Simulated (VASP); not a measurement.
AlIn2AsP2 (an interface model), 6 atoms in the cell. The cell holds layers of an interface, 6 atoms: a = 4.012 Å, b = 4.012 Å, c = 10.240 Å, α = 90.00°, β = 90.00°, γ = 120.00°. 

| Property | Result |
| --- | --- |
| Program | VASP 6.6.1 |
| Task | single point |
| Functional | PBEsol |
| Potentials or basis | VASP PAW PBE potentials, release 64 (In_d, P, Al, As) |
| Cutoff | 520 eV |
| k mesh | 4 × 4 × 2 |
| Occupations | fermi-dirac, width 0.05 eV |
| Spin | no spin polarisation |
| Dipole correction | no |
| Charge | 2 |
| Further INCAR settings | ALGO = Normal; EDIFF = 1e-06; NBANDS = 31; NELECT = 42.0 |

Potentials or basis: VASP PAW PBE potentials, release 64 (In_d, P, Al, As).

The run is started by

```bash
$ cat potpaw_PBE.64/In_d/POTCAR potpaw_PBE.64/P/POTCAR potpaw_PBE.64/Al/POTCAR potpaw_PBE.64/As/POTCAR > POTCAR
$ mpirun -np 1 vasp_std > vasp.out
```

Hardware: 1 thread of Intel(R) Xeon(R) 6975P-C (Granite Rapids) (shared host).

Question: How long does it take, and how much memory?

Answer: Wall time 49 s on 1 thread of Intel(R) Xeon(R) 6975P-C (Granite Rapids), on a shared host, peak memory 0.3 GiB. Counts: scf iterations 15, k points 20.
